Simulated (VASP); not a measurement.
Wanted: the native input for a VASP 6.6.1 run.

```yaml
Task: single point
Functional: PBE
Potentials_or_basis: VASP PAW PBE potentials, release 64 (Si, C)
Cutoff: 520 eV
k_mesh: 14 × 14 × 14
Occupations: gaussian, width 0.1 eV
Spin: no spin polarisation
Dipole_correction: no
Further_INCAR_settings: ALGO = Normal; EDIFF = 1e-06; NBANDS = 13
```

The structure of Si2C lies in POSCAR:

```
Si2C
1.0
    0.0000000000      2.6598805959      2.6598805959
    2.6598805959      0.0000000000      2.6598805959
    2.6598805959      2.6598805959      0.0000000000
Si C
2 1
Direct
    0.2500000000      0.2500000000      0.2500000000
    0.7500000000      0.7500000000      0.7500000000
    0.5000000000      0.5000000000      0.5000000000
```

The cell was built from a structure type or drawn by symmetry, and may not be a known phase.

One way to write it, as run:

INCAR

```
ALGO = Normal
EDIFF = 1E-6
ENCUT = 520
GGA = PE
ISIF = 2
ISMEAR = 0
LASPH = True
LCHARG = False
LREAL = False
LWAVE = False
NBANDS = 13
NELM = 100
PREC = Accurate
SIGMA = 0.1
```

KPOINTS

```
k-points
0
Gamma
  14 14 14
```

Potentials or basis: VASP PAW PBE potentials, release 64 (Si, C).

Launch:

```bash
$ cat potpaw_PBE.64/Si/POTCAR potpaw_PBE.64/C/POTCAR > POTCAR
$ mpirun -np 1 vasp_std > vasp.out
```

It gave:

| Quantity | Value |
| --- | --- |
| Pressure | 0.0 GPa |
| Band gap on the k mesh | zero (bands 6 and 7 overlap by 2.17 eV) |

Run time: 37 s on 1 thread of Intel(R) Xeon(R) Platinum 8488C (Sapphire Rapids), with other jobs on the host, peak memory 0.17 GiB.
